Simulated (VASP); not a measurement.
Here is a VASP 6.6.1 calculation.

File INCAR:

```
ALGO     = Normal         # electronic algorithm
EDIFF    = 1E-6           # SCF threshold, eV
ENCUT    = 520            # plane-wave cutoff, eV
GGA      = PE             # functional
ISIF     = 2              # what is computed and relaxed
ISMEAR   = 0              # smearing method
LASPH    = T              # aspherical terms in the spheres
LCHARG   = T              # write CHGCAR
LELF     = T              # ELF
LREAL    = F              # projectors in reciprocal space
LVHAR    = T            
LWAVE    = F              # write WAVECAR
NBANDS   = 16             # bands
NELM     = 60             # most SCF steps
PREC     = Accurate       # precision mode
SIGMA    = 0.05           # smearing width, eV
```

The input KPOINTS:

```
k-points
0
Gamma
  6 6 4
```

POSCAR

```
SiC
1.0
    3.0759982064      0.0000000000      0.0000000000
   -1.5379991032      2.6638925888      0.0000000000
    0.0000000000      0.0000000000      5.0480000000
Si C
2 2
Direct
    0.2608134554      0.6135784315      0.0198098257
    0.6666666667      0.3333333333      0.5000000000
    0.3333333333      0.6666666667      0.3850000000
    0.6666666667      0.3333333333      0.8850000000
```

Potentials or basis: VASP PAW PBE potentials, release 64 (Si, C).

Launch:

```sh
$ cat potpaw_PBE.64/Si/POTCAR potpaw_PBE.64/C/POTCAR > POTCAR
$ mpirun -np 1 vasp_std > vasp.out
```

Question: What does it give for the largest force?

Answer: 4.691 eV/Å.

Question: Predict the band gap on the k mesh.

Answer: 1.52 eV, indirect (least direct gap 3.58 eV).

Question: Predict the pressure.

Answer: 6.4 GPa.

Stress tensor (GPa, compression positive):
```
10.99  5.15  5.63
 5.15  3.05  3.35
 5.63  3.35  5.18
```

Caveat: the cell differs from its parent crystal (atom 1 (Si) moved by (-0.200, +0.100) A along [1 1 0] and z); forces of over 1 eV/Å act on the atoms, so gaps and moduli don't describe the material at rest. A k mesh can miss the band edges.
